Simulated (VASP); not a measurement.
Here is a VASP 6.6.1 calculation.

Contents of POSCAR:

```
ZnS
1.0
    0.0000000000      2.7020000000      2.7020000000
    2.7020000000      0.0000000000      2.7020000000
    2.7020000000      2.7020000000      0.0000000000
Zn S
1 1
Direct
    0.7500000000      0.7500000000      0.7500000000
    0.0000000000      0.0000000000      0.0000000000
```

Contents of INCAR.step1:

```
ALGO = Normal
EDIFF = 1E-5
ENCUT = 520
GGA = PE
ISIF = 2
ISMEAR = -1
LASPH = T
LREAL = F
LWAVE = T
NBANDS = 16
NELM = 80
PREC = Accurate
SIGMA = 0.05
```

Contents of INCAR.step2:

```
AEXX = 0.25
ALGO = Normal
EDIFF = 1E-6
ENCUT = 520
GGA = PE
HFSCREEN = 0.6
ISIF = 2
ISMEAR = -1
ISTART = 1
LASPH = T
LCHARG = T
LELF = T
LHFCALC = T
LREAL = F
LVHAR = T
LWAVE = F
NBANDS = 16
NELM = 80
PREC = Accurate
PRECFOCK = Normal
SIGMA = 0.05
```

File KPOINTS:

```
k-points
0
Gamma
  5 5 5
```

Potentials or basis: VASP PAW PBE potentials, release 64 (Zn, S).

The run is started by

```console
$ cat potpaw_PBE.64/Zn/POTCAR potpaw_PBE.64/S/POTCAR > POTCAR
$ cp INCAR.step1 INCAR
$ mpirun -np 1 vasp_std > vasp.out
$ cp INCAR.step2 INCAR
$ mpirun -np 1 vasp_std > vasp.out
```

Question: Estimate the pressure.

Answer: 1.7 GPa.

Question: Predict the band gap on the k mesh.

Answer: 2.69 eV.

Caveat: the PAW data sets were made with another functional, which shifts forces and pressure a little.
